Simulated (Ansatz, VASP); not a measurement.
# PdI: VASP beside Ansatz

```
Pd I
1.0
     3.58540    0.00000    0.00000
     0.00000    3.58540    0.00000
     0.00000    0.00000    3.54783
Pd I
1 1
Cartesian
  1.7927 1.7927 1.7739
  0.0000 0.0000 0.0000
```

Alike in both runs: functional PBE; k mesh 6 × 6 × 4; occupations gaussian, width 0.1 eV; no spin polarisation.

Ansatz relaxed the structure, and its values are those at the end. VASP's run is a single point on that final structure, the one shown.

|  | VASP | Ansatz |
| --- | --- | --- |
| version | VASP 6.6.1 | Ansatz 0.2.0 |
| potentials or method | VASP PAW PBE potentials, release 64 (Pd, I), cutoff 500 eV | scalar-relativistic, plane waves, PAW |
| valence electrons in the cell | 17 | 35 |

VASP gave:

```
gap on the k mesh at the Fermi level (eV) : none
pressure (GPa)                            : 0.1
```

Problem. What did Ansatz give for the same quantities?

Solution. gap on the k mesh at the Fermi level (eV): none; pressure (GPa): 0.2.

A gap of «none» marks a metal or a gap that the smearing closes. VASP's potentials hold 17 valence electrons a cell and Ansatz's 35, so a difference there can come from the potentials and not from the codes.

The k mesh is coarse, so the values compare programs but aren't converged. Neither program's run includes spin-orbit coupling.
